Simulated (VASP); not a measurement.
Write the native input for VASP 6.6.1 that does the following.

```yaml
Task: single point
Functional: r2SCAN
Potentials_or_basis: VASP PAW PBE potentials, release 64 (Mg, S)
Cutoff: 660 eV
k_mesh: 4 × 4 × 4
Occupations: gaussian, width 0.01 eV
Spin: no spin polarisation
Dipole_correction: no
Further_INCAR_settings: ALGO = Normal; EDIFF = 1e-06; NBANDS = 11
```

MgS:

```
Mg S
1.0
     0.00000    2.58000    2.58000
     2.58000    0.00000    2.58000
     2.58000    2.58000    0.00000
Mg S
1 1
Direct
  0.00000 0.00000 0.00000
  0.50000 0.50000 0.50000
```

These files were run (other wordings do the same):

POSCAR

```
MgS
1.0
    0.0000000000      2.5800000000      2.5800000000
    2.5800000000      0.0000000000      2.5800000000
    2.5800000000      2.5800000000      0.0000000000
Mg S
1 1
Direct
    0.0000000000      0.0000000000      0.0000000000
    0.5000000000      0.5000000000      0.5000000000
```

INCAR.step1

```
ALGO = Normal ; EDIFF = 1E-5
ENCUT = 660 ; GGA = PE
GGA_COMPAT = F ; ISMEAR = 0
LASPH = T ; LCHARG = F
LREAL = F ; LWAVE = T
NBANDS = 11 ; NELM = 120
PREC = Accurate ; SIGMA = 0.01
```

INCAR.step2

```
ALGO = Normal ; EDIFF = 1E-6
ENCUT = 660 ; GGA_COMPAT = F
ISIF = 2 ; ISMEAR = 0
ISTART = 1 ; LASPH = T
LCHARG = T ; LELF = T
LMIXTAU = T ; LREAL = F
LVHAR = T ; LWAVE = F
METAGGA = R2SCAN ; NBANDS = 11
NELM = 120 ; PREC = Accurate
SIGMA = 0.01
```

KPOINTS

```
k-points
0
Gamma
  4 4 4
```

Potentials or basis: VASP PAW PBE potentials, release 64 (Mg, S).

The run is started by

```sh
$ cat potpaw_PBE.64/Mg/POTCAR potpaw_PBE.64/S/POTCAR > POTCAR
$ cp INCAR.step1 INCAR
$ mpirun -np 1 vasp_std > vasp.out
$ cp INCAR.step2 INCAR
$ mpirun -np 1 vasp_std > vasp.out
```

It gave:

- Pressure: 2.0 GPa
- Band gap on the k mesh: 3.47 eV, indirect (least direct gap 4.82 eV)

Caveat: the k points lie up to 0.53 Å⁻¹ apart; the PAW data sets were made with another functional, which shifts forces and pressure a little.

It took 46 s on 1 thread of Intel Xeon 8259CL (shared host), peak memory 0.19 GiB.
